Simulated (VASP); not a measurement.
# TiO (P-62m) in VASP: further runs

TiO is run at these levels: r2SCAN+U; tasks: single point.

Program: VASP 6.6.1. These are calculated values, not measurements. Logs are shortened: lines on timing, memory, paths and dates and some standing lists are left out, and cuts for length are marked.

## 1. The cell of the first run

Symmetry: P-62m, No. 189, hexagonal system. The conventional cell has a = 4.977 Å, b = 4.977 Å, c = 2.923 Å, α = 90.00°, β = 90.00°, γ = 120.00°. Ti (site symmetry -6) has 6 O at 2.12 Å and 5 Ti at 2.87 to 2.92 Å within 3.0 Å. Within 2.6 Å of Ti (site symmetry -62m) lie 3 O at 1.95 Å. Within 2.7 Å of O (site symmetry m2m) lie 5 Ti at 1.95 to 2.12 Å and 4 O at 2.65 Å.

## 2. Single point, r2SCAN+U (biaxial strain in the a-b plane: -1.0 %, then relaxed in part)

Contents of POSCAR:

```
TiO
1.0
    4.9770238984      0.0000000000      0.0000000000
   -2.4885119492      4.3102291312      0.0000000000
    0.0000000000      0.0000000000      2.9227532596
Ti O
3 3
Direct
    0.6666666667      0.3333333333      0.5000000000
    0.3333333333      0.6666666667      0.5000000000
    0.0000000000      0.0000000000      0.0000000000
    0.6073329934      0.6073329934      0.0000000000
    0.3926670066      0.0000000000      0.0000000000
    0.0000000000      0.3926670066      0.0000000000
```

Contents of INCAR.step1:

```
SYSTEM = TiO
PREC = Accurate
ENCUT = 520
ISMEAR = 0
SIGMA = 0.1
LREAL = .False.
LASPH = .True.
NELM = 150
LMAXMIX = 4
LDAU = .True.
LDAUTYPE = 2
LDAUL = 2 -1
LDAUU = 4 0
LDAUJ = 0 0
NBANDS = 36
GGA = PE
ALGO = Normal
EDIFF = 1E-4
LWAVE = .True.
LCHARG = .False.
```

Contents of INCAR.step2:

```
SYSTEM = TiO
PREC = Accurate
ENCUT = 520
EDIFF = 1E-6
ISMEAR = 0
SIGMA = 0.1
LREAL = .False.
LASPH = .True.
NELM = 150
ALGO = Normal
ISIF = 2
LWAVE = .False.
LCHARG = .False.
LMAXMIX = 4
LDAU = .True.
LDAUTYPE = 2
LDAUL = 2 -1
LDAUU = 4 0
LDAUJ = 0 0
LDAUPRINT = 1
METAGGA = R2SCAN
LMIXTAU = .True.
NBANDS = 36
ISTART = 1
```

Contents of KPOINTS:

```
Automatic mesh
0
Gamma
  12 12 12
  0 0 0
```

Potentials or basis: VASP PAW PBE potentials, release 64 (Ti_sv, O).

Command:

```bash
cat potpaw_PBE.64/Ti_sv/POTCAR potpaw_PBE.64/O/POTCAR > POTCAR
cp INCAR.step1 INCAR
mpirun -np 1 vasp_std > vasp.out
cp INCAR.step2 INCAR
mpirun -np 1 vasp_std > vasp.out
```

OUTCAR:

```text
SYSTEM = TiO
   PREC = Accurate
   ENCUT = 520
   EDIFF = 1E-6
   ISMEAR = 0
   LREAL = .False.
   LASPH = .True.
   NELM = 150
   ISIF = 2
   METAGGA = R2SCAN
   ISTART = 1

 ion  position               nearest neighbor table
   1  0.667  0.333  0.500-   6 2.12   6 2.12   5 2.12   5 2.12   4 2.12   4 2.12   2 2.87   2 2.87
                             2 2.87
   2  0.333  0.667  0.500-   5 2.12   5 2.12   6 2.12   6 2.12   4 2.12   4 2.12   1 2.87   1 2.87
                             1 2.87
   3  0.000  0.000  0.000-   4 1.95   6 1.95   5 1.95
   4  0.607  0.607  0.000-   3 1.95   1 2.12   1 2.12   2 2.12   2 2.12
   5  0.393  0.000  0.000-   3 1.95   2 2.12   2 2.12   1 2.12   1 2.12
   6  0.000  0.393  0.000-   3 1.95   1 2.12   1 2.12   2 2.12   2 2.12

  LATTYP: Found a hexagonal cell.
 ALAT       =     4.9770238984
 C/A-ratio  =     0.5872491913

  Lattice vectors:

 A1 = (   4.9770238984,   0.0000000000,   0.0000000000)
 A2 = (  -2.4885119492,   4.3102291312,   0.0000000000)
 A3 = (   0.0000000000,   0.0000000000,   2.9227532596)

Analysis of symmetry for initial positions (statically):
=====================================================================
 Subroutine PRICEL returns:
 Original cell was already a primitive cell.

 Routine SETGRP: Setting up the symmetry group for a
 hexagonal supercell.

 Subroutine GETGRP returns: Found 12 space group operations
 (whereof 12 operations were pure point group operations)
 out of a pool of 24 trial point group operations.

The static configuration has the point symmetry D_3h.

Analysis of symmetry for dynamics (positions and initial velocities):
=====================================================================
 Subroutine PRICEL returns:
 Original cell was already a primitive cell.

 Routine SETGRP: Setting up the symmetry group for a
 hexagonal supercell.

 Subroutine GETGRP returns: Found 12 space group operations
 (whereof 12 operations were pure point group operations)
 out of a pool of 24 trial point group operations.

The dynamic configuration has the point symmetry D_3h.

 Subroutine INISYM returns: Found 12 space group operations
 (whereof 12 operations are pure point group operations),
 and found     1 'primitive' translations

----------------------------------------------------------------------------------------

                                     Primitive cell

  volume of cell :      62.6992

  direct lattice vectors                    reciprocal lattice vectors
     4.977023898  0.000000000  0.000000000     0.200923287  0.116003114  0.000000000
    -2.488511949  4.310229131  0.000000000     0.000000000  0.232006227  0.000000000
     0.000000000  0.000000000  2.922753260     0.000000000  0.000000000  0.342143148

  length of vectors
     4.977023898  4.977023898  2.922753260     0.232006227  0.232006227  0.342143148

  position of ions in fractional coordinates (direct lattice)
     0.666666667  0.333333333  0.500000000
     0.333333333  0.666666667  0.500000000
     0.000000000  0.000000000  0.000000000
     0.607332993  0.607332993  0.000000000
     0.392667007  0.000000000  0.000000000
     0.000000000  0.392667007  0.000000000

  ion indices of the primitive-cell ions
   primitive index   ion index
                 1           1
                 2           2
                 3           3
                 4           4
                 5           5
                 6           6

----------------------------------------------------------------------------------------

 KPOINTS: Automatic mesh

Automatic generation of k-mesh.
 Grid dimensions read from file:
 generate k-points for:   12   12   12

 Generating k-lattice:

  Cartesian coordinates                     Fractional coordinates (reciprocal lattice)
     0.016743607  0.009666926  0.000000000     0.083333333  0.000000000  0.000000000
     0.000000000  0.019333852  0.000000000     0.000000000  0.083333333  0.000000000
     0.000000000  0.000000000  0.028511929     0.000000000  0.000000000  0.083333333

  Length of vectors
     0.019333852  0.019333852  0.028511929

  Shift w.r.t. Gamma in fractional coordinates (k-lattice)
     0.000000000  0.000000000  0.000000000

 Subroutine IBZKPT returns following result:
 ===========================================

 Found    133 irreducible k-points:

 Following reciprocal coordinates:
            Coordinates               Weight
  0.000000  0.000000  0.000000      1.000000
  0.083333  0.000000  0.000000      6.000000
  0.166667  0.000000  0.000000      6.000000
  0.250000  0.000000  0.000000      6.000000
  0.333333  0.000000  0.000000      6.000000
  0.416667  0.000000  0.000000      6.000000
[... 16 lines left out ...]
  0.250000  0.000000  0.083333     12.000000
  0.333333  0.000000  0.083333     12.000000
 [... further k-points ...]
   k-points           NKPTS =    133   k-points in BZ     NKDIM =    133   number of bands    NBANDS=     36
[... 51 lines left out ...]
   LRPA    =     F    only Hartree local field effects (RPA)
 non-spin polarized calculation
 Gauss-broadening in eV      SIGMA  =   0.10
  energy-cutoff  :      520.00
  volume of cell :       62.70
 maximum number of plane-waves:      1710
 NGX is ok and might be reduce to    40
   NGX = 19   NGY = 19   NGZ = 11

atom =   1  type =  1  l = 2

 onsite density matrix

spin component  1

  0.1983  0.0000 -0.0000  0.0000  0.0000
  0.0000  0.1037 -0.0000 -0.0000 -0.0000
 -0.0000 -0.0000  0.3077  0.0000 -0.0000
  0.0000 -0.0000  0.0000  0.1037  0.0000
  0.0000 -0.0000 -0.0000  0.0000  0.1983

spin component  2

  0.1983  0.0000 -0.0000  0.0000  0.0000
  0.0000  0.1037 -0.0000 -0.0000 -0.0000
 -0.0000 -0.0000  0.3077  0.0000 -0.0000
  0.0000 -0.0000  0.0000  0.1037  0.0000
  0.0000 -0.0000 -0.0000  0.0000  0.1983
[... 67 lines left out ...]
 occupancies and eigenvectors

  o =  0.1548  v = -0.0000  1.0000  0.0000  0.0000 -0.0000  0.0000  0.0000  0.0000  0.0000  0.0000      0.0000  0.0000  0.0000  0.0000  0.0000  0.0000  0.0000  0.0000  0.0000  0.0000
  o =  0.1548  v =  0.0000  0.0000  0.0000  0.0000  0.0000 -0.0000  1.0000  0.0000  0.0000 -0.0000      0.0000  0.0000  0.0000  0.0000  0.0000  0.0000  0.0000  0.0000  0.0000  0.0000
  o =  0.1548  v =  0.0000 -0.0000 -0.0000  1.0000  0.0000  0.0000  0.0000  0.0000  0.0000  0.0000      0.0000  0.0000  0.0000  0.0000  0.0000  0.0000  0.0000  0.0000  0.0000  0.0000
  o =  0.1548  v =  0.0000  0.0000  0.0000  0.0000  0.0000  0.0000 -0.0000 -0.0000  1.0000  0.0000      0.0000  0.0000  0.0000  0.0000  0.0000  0.0000  0.0000  0.0000  0.0000  0.0000
  o =  0.1600  v =  0.0000  0.0000  0.0000  0.0000  0.0000  0.9998 -0.0000 -0.0000 -0.0000 -0.0187      0.0000  0.0000  0.0000  0.0000  0.0000  0.0000  0.0000  0.0000  0.0000  0.0000
  o =  0.1600  v =  0.9998 -0.0000 -0.0000 -0.0000 -0.0187  0.0000  0.0000  0.0000  0.0000  0.0000      0.0000  0.0000  0.0000  0.0000  0.0000  0.0000  0.0000  0.0000  0.0000  0.0000
  o =  0.1600  v =  0.0000  0.0000  0.0000  0.0000  0.0000  0.0187  0.0000  0.0000 -0.0000  0.9998      0.0000  0.0000  0.0000  0.0000  0.0000  0.0000  0.0000  0.0000  0.0000  0.0000
  o =  0.1600  v =  0.0187  0.0000  0.0000 -0.0000  0.9998  0.0000  0.0000  0.0000  0.0000  0.0000      0.0000  0.0000  0.0000  0.0000  0.0000  0.0000  0.0000  0.0000  0.0000  0.0000
  o =  0.2797  v =  0.0000 -0.0000  1.0000  0.0000 -0.0000  0.0000  0.0000  0.0000  0.0000  0.0000      0.0000  0.0000  0.0000  0.0000  0.0000  0.0000  0.0000  0.0000  0.0000  0.0000
  o =  0.2797  v =  0.0000  0.0000  0.0000  0.0000  0.0000  0.0000 -0.0000  1.0000  0.0000 -0.0000      0.0000  0.0000  0.0000  0.0000  0.0000  0.0000  0.0000  0.0000  0.0000  0.0000

 number of electron      53.9999997 magnetization

 Free energy of the ion-electron system (eV)
  ---------------------------------------------------
  ext. energy  EPLUGINS =         0.00000000
  ---------------------------------------------------
  free energy    TOTEN  =       -64.67714294 eV

  energy without entropy =      -64.67501471  energy(sigma->0) =      -64.67607883

 E-fermi :  10.9702     XC(G=0): -13.2396

 val. band max:       10.9671458371   @ k =   0.2500   0.0000   0.5000
 cond. band min:      11.0065324763   @ k =   0.1667   0.0833   0.5000
 fundamental gap:      0.0393866392
 Fermi energy:        10.9702050186

 k-point     1 :       0.0000    0.0000    0.0000
  band No.  band energies     occupation
      1     -50.6054      2.00000
      2     -50.5254      2.00000
      3     -50.2953      2.00000
      4     -26.0059      2.00000
      5     -26.0059      2.00000
      6     -25.7828      2.00000
[... 925 lines left out ...]
     35      13.4059      0.00000
     36      13.6621      0.00000

 [... further k-points ...]

------------------------ aborting loop because EDIFF is reached ----------------------------------------

  FORCE on cell =-STRESS in cart. coord.  units (eV):
  Direction    XX          YY          ZZ          XY          YZ          ZX
  --------------------------------------------------------------------------------------
  -------------------------------------------------------------------------------------
  Total        3.8077288      3.8077288      2.2478003      0.0000000      0.0000000      0.0000000
  in kB       97.3003396     97.3003396     57.4388947      0.0000000      0.0000000      0.0000000
  external PRESSURE =      84.0131913 kB  Pullay stress =       0.0000000 kB

 VOLUME and BASIS-vectors are now :
 -----------------------------------------------------------------------------
  energy-cutoff  :      520.00
  volume of cell :       62.70
      direct lattice vectors                 reciprocal lattice vectors
     4.977023898  0.000000000  0.000000000     0.200923287  0.116003114  0.000000000
    -2.488511949  4.310229131  0.000000000     0.000000000  0.232006227  0.000000000
     0.000000000  0.000000000  2.922753260     0.000000000  0.000000000  0.342143148

 POSITION                                       TOTAL-FORCE (eV/Angst)
 -----------------------------------------------------------------------------------
      2.48851      1.43674      1.46138         0.000000     -0.000000      0.000000
     -0.00000      2.87349      1.46138         0.000000     -0.000000      0.000000
      0.00000      0.00000      0.00000         0.000000     -0.000000      0.000000
      1.51136      2.61774      0.00000        -0.188575     -0.326621      0.000000
      1.95431      0.00000      0.00000         0.377149     -0.000000      0.000000
     -0.97716      1.69248      0.00000        -0.188575      0.326621     -0.000000
 -----------------------------------------------------------------------------------
    total drift:                               -0.000002     -0.000004      0.000001

  FREE ENERGIE OF THE ION-ELECTRON SYSTEM (eV)
  ---------------------------------------------------
  free  energy   TOTEN  =       -64.6771429418 eV

  energy  without entropy=      -64.6750147134  energy(sigma->0) =      -64.67607883
```

Wall time 28 min (1 thread of Oxide Virtual Turin-like, shared host); peak memory 0.33 GiB.

What came out:

```yaml
Free_energy: -64.6771 eV
Pressure: 8.4 GPa
Largest_force: 0.377 eV/Å
Band_gap_on_the_k_mesh: zero (bands 27 and 28 overlap by 0.91 eV)
```

Forces in eV/Å, atoms in the order of the input:
```
Ti   0.000  0.000  0.000
Ti   0.000  0.000  0.000
Ti   0.000  0.000  0.000
O   -0.189 -0.327  0.000
O    0.377  0.000  0.000
O   -0.189  0.327  0.000
```

Eigenvalues of the final occupation matrices:
```csv
site,spin,trace,eigenvalues
site 1 d,1,0.91,0.10 0.10 0.20 0.20 0.31
site 1 d,2,0.91,0.10 0.10 0.20 0.20 0.31
site 2 d,1,0.91,0.10 0.10 0.20 0.20 0.31
site 2 d,2,0.91,0.10 0.10 0.20 0.20 0.31
site 3 d,1,0.91,0.15 0.15 0.16 0.16 0.28
site 3 d,2,0.91,0.15 0.15 0.16 0.16 0.28
```

Caveat: the cell differs from its parent crystal (biaxial strain in the a-b plane: -1.0 %, then relaxed in part); the cell stands under pressure; the PAW data sets were made with another functional, which shifts forces and pressure a little; U without spin polarisation on a metal has little footing.

## 3. Single point, r2SCAN+U (uniaxial strain along c: -1.0 %, then relaxed in part)

Contents of POSCAR:

```
TiO
1.0
    5.0404939858      0.0000000000      0.0000000000
   -2.5202469929      4.3651958393      0.0000000000
    0.0000000000      0.0000000000      2.8750170239
Ti O
3 3
Direct
    0.6666666673      0.3333333363      0.5000000000
    0.3333333363      0.6666666673      0.5000000000
   -0.0000000029     -0.0000000029      0.0000000000
    0.6091380483      0.6091380483      0.0000000000
    0.3908619485      0.0000000025      0.0000000000
    0.0000000025      0.3908619485      0.0000000000
```

Contents of INCAR.step1:

```
SYSTEM = TiO
PREC = Accurate ; ENCUT = 520
ISMEAR = 0 ; SIGMA = 0.1
LREAL = .False. ; LASPH = .True.
NELM = 150 ; LMAXMIX = 4
LDAU = .True. ; LDAUTYPE = 2
LDAUL = 2 -1 ; LDAUU = 4 0
LDAUJ = 0 0 ; NBANDS = 36
GGA = PE ; ALGO = Normal
EDIFF = 1E-4 ; LWAVE = .True.
LCHARG = .False.
```

Contents of INCAR.step2:

```
SYSTEM = TiO
PREC = Accurate ; ENCUT = 520
EDIFF = 1E-6 ; ISMEAR = 0
SIGMA = 0.1 ; LREAL = .False.
LASPH = .True. ; NELM = 150
ALGO = Normal ; ISIF = 2
LWAVE = .False. ; LCHARG = .False.
LMAXMIX = 4 ; LDAU = .True.
LDAUTYPE = 2 ; LDAUL = 2 -1
LDAUU = 4 0 ; LDAUJ = 0 0
LDAUPRINT = 1 ; METAGGA = R2SCAN
LMIXTAU = .True. ; NBANDS = 36
ISTART = 1
```

KPOINTS is that of step 2.

Potentials or basis: VASP PAW PBE potentials, release 64 (Ti_sv, O).

Command:

```bash
cat potpaw_PBE.64/Ti_sv/POTCAR potpaw_PBE.64/O/POTCAR > POTCAR
cp INCAR.step1 INCAR
mpirun -np 1 vasp_std > vasp.out
cp INCAR.step2 INCAR
mpirun -np 1 vasp_std > vasp.out
```

Wall time 37 min (1 thread of Oxide Virtual Turin-like, shared host); peak memory 0.33 GiB.

Results (log left out):

* Free energy: -64.6943 eV
* Pressure: 6.3 GPa
* Largest force: 0.340 eV/Å
* Band gap on the k mesh: zero (bands 27 and 28 overlap by 1.18 eV)

Forces in eV/Å, atoms in the order of the input:
```
Ti   0.000  0.000  0.000
Ti   0.000  0.000  0.000
Ti   0.000  0.000  0.000
O   -0.170 -0.294  0.000
O    0.340  0.000  0.000
O   -0.170  0.294  0.000
```

Stress tensor (GPa, compression positive):
```
5.04 0.00 0.00
0.00 5.04 0.00
0.00 0.00 8.84
```

Levels at points of the mesh, in eV from the Fermi level:
```
           k point  band 23  band 24  band 25  band 26  band 27  band 28  band 29  band 30  band 31  band 32
(0.00, 0.00, 0.00)    -6.31    -5.99    -3.83    -1.10    -0.68    -0.68     0.89     1.10     1.10     1.11
(0.50, 0.00, 0.00)    -6.39    -5.76    -2.95    -2.24    -1.81     0.58     1.37     1.40     1.82     2.00
(0.00, 0.00, 0.50)    -6.13    -6.13    -1.84    -1.84     0.42     1.46     1.46     1.62     1.62     1.92
(0.50, 0.00, 0.50)    -6.84    -5.80    -1.92    -1.51    -0.41     0.70     1.16     1.55     1.67     2.17
```

Eigenvalues of the final occupation matrices:
| site | spin | trace | eigenvalues |
| --- | --- | --- | --- |
| site 1 d | 1 | 0.91 | 0.10 0.10 0.20 0.20 0.31 |
| site 1 d | 2 | 0.91 | 0.10 0.10 0.20 0.20 0.31 |
| site 2 d | 1 | 0.91 | 0.10 0.10 0.20 0.20 0.31 |
| site 2 d | 2 | 0.91 | 0.10 0.10 0.20 0.20 0.31 |
| site 3 d | 1 | 0.91 | 0.15 0.15 0.16 0.16 0.29 |
| site 3 d | 2 | 0.91 | 0.15 0.15 0.16 0.16 0.29 |

Caveat: the cell differs from its parent crystal (uniaxial strain along c: -1.0 %, then relaxed in part); the cell stands under pressure; the PAW data sets were made with another functional, which shifts forces and pressure a little; U without spin polarisation on a metal has little footing.

## 4. Single point, r2SCAN+U (biaxial strain in the a-b plane: -2.0 %)

Contents of POSCAR:

```
TiO
1.0
    4.9267509297      0.0000000000      0.0000000000
   -2.4633754649      4.2666914632      0.0000000000
    0.0000000000      0.0000000000      2.9389062948
Ti O
3 3
Direct
    0.6666666667      0.3333333333      0.5000000000
    0.3333333333      0.6666666667      0.5000000000
    0.0000000000      0.0000000000      0.0000000000
    0.6073329934      0.6073329934      0.0000000000
    0.3926670066      0.0000000000      0.0000000000
    0.0000000000      0.3926670066      0.0000000000
```

Contents of INCAR.step1:

```
PREC = Accurate
ENCUT = 520
ISMEAR = 0
SIGMA = 0.1
LREAL = F
LASPH = T
NELM = 150
LMAXMIX = 4
LDAU = T
LDAUTYPE = 2
LDAUL = 2 -1
LDAUU = 4 0
LDAUJ = 0 0
NBANDS = 36
GGA = PE
ALGO = Normal
EDIFF = 1E-4
LWAVE = T
LCHARG = F
```

Contents of INCAR.step2:

```
PREC = Accurate
ENCUT = 520
EDIFF = 1E-7
ISMEAR = 0
SIGMA = 0.1
LREAL = F
LASPH = T
NELM = 150
ALGO = Normal
ISIF = 2
LWAVE = F
LCHARG = F
LMAXMIX = 4
LDAU = T
LDAUTYPE = 2
LDAUL = 2 -1
LDAUU = 4 0
LDAUJ = 0 0
LDAUPRINT = 1
METAGGA = R2SCAN
LMIXTAU = T
NBANDS = 36
ISTART = 1
```

Contents of KPOINTS:

```
regular mesh
0
Gamma
  12 12 12
```

Command:

```bash
cat potpaw_PBE.64/Ti_sv/POTCAR potpaw_PBE.64/O/POTCAR > POTCAR
cp INCAR.step1 INCAR
mpirun -np 1 vasp_std > vasp.out
cp INCAR.step2 INCAR
mpirun -np 1 vasp_std > vasp.out
```

Run time: 54 min. Hardware: 1 thread of Oxide Virtual Turin-like, shared host; peak memory 0.33 GiB.

It converged, with:

- Free energy: -64.5894 eV
- Pressure: 12.5 GPa
- Largest force: 0.537 eV/Å
- Band gap on the k mesh: zero (bands 27 and 28 overlap by 0.70 eV)

Forces in eV/Å, atoms in the order of the input:
```
Ti   0.000  0.000  0.000
Ti   0.000  0.000  0.000
Ti   0.000  0.000  0.000
O   -0.268 -0.465  0.000
O    0.537  0.000  0.000
O   -0.268  0.465  0.000
```

Stress tensor (GPa, compression positive):
```
15.53  0.00  0.00
 0.00 15.53  0.00
 0.00  0.00  6.48
```

Levels at points of the mesh, in eV from the Fermi level:
```
           k point  band 23  band 24  band 25  band 26  band 27  band 28  band 29  band 30  band 31  band 32
(0.00, 0.00, 0.00)    -6.05    -6.05    -3.93    -0.68    -0.56    -0.56     0.99     0.99     1.11     1.11
(0.50, 0.00, 0.00)    -6.32    -5.44    -2.94    -2.08    -1.65     0.55     1.57     1.70     1.90     1.97
(0.00, 0.00, 0.50)    -5.94    -5.94    -1.84    -1.84     0.14     1.67     1.67     1.82     1.82     2.04
(0.50, 0.00, 0.50)    -6.72    -5.56    -1.90    -1.61    -0.31     0.84     1.31     1.52     1.68     2.46
```

Eigenvalues of the final occupation matrices:
```csv
site,spin,trace,eigenvalues
site 1 d,1,0.92,0.10 0.10 0.20 0.20 0.31
site 1 d,2,0.92,0.10 0.10 0.20 0.20 0.31
site 2 d,1,0.92,0.10 0.10 0.20 0.20 0.31
site 2 d,2,0.92,0.10 0.10 0.20 0.20 0.31
site 3 d,1,0.92,0.15 0.15 0.17 0.17 0.28
site 3 d,2,0.92,0.15 0.15 0.17 0.17 0.28
```

Caveat: the cell differs from its parent crystal (biaxial strain in the a-b plane: -2.0 %); the cell stands under pressure; the PAW data sets were made with another functional, which shifts forces and pressure a little; U without spin polarisation on a metal has little footing.

## 5. Summary

| cell | gap on the mesh (eV) | pressure (GPa) | largest force (eV/Å) |
| --- | --- | --- | --- |
| a = 4.977, b = 4.977, c = 2.923 Å, angles 90.0, 90.0, 120.0°, 6 atoms, atomic positions A | none | 8.4 | 0.38 |
| a = 5.040, b = 5.040, c = 2.875 Å, angles 90.0, 90.0, 120.0°, 6 atoms, atomic positions B | none | 6.3 | 0.34 |
| a = 4.927, b = 4.927, c = 2.939 Å, angles 90.0, 90.0, 120.0°, 6 atoms, atomic positions A | none | 12.5 | 0.54 |

Alike in all rows: task single point; level r2SCAN+U; potentials or basis VASP PAW PBE potentials, release 64 (Ti_sv, O); no spin polarisation; Ti d U = 4.0 eV; k mesh 12 × 12 × 12; cutoff (eV) 520; smearing gaussian 0.1 eV.

Caveats: the cell stands under pressure; the PAW data sets were made with another functional, which shifts forces and pressure a little; U without spin polarisation on a metal has little footing.

Total energies depend on the potentials used, so only differences within one code and one set of settings carry meaning.
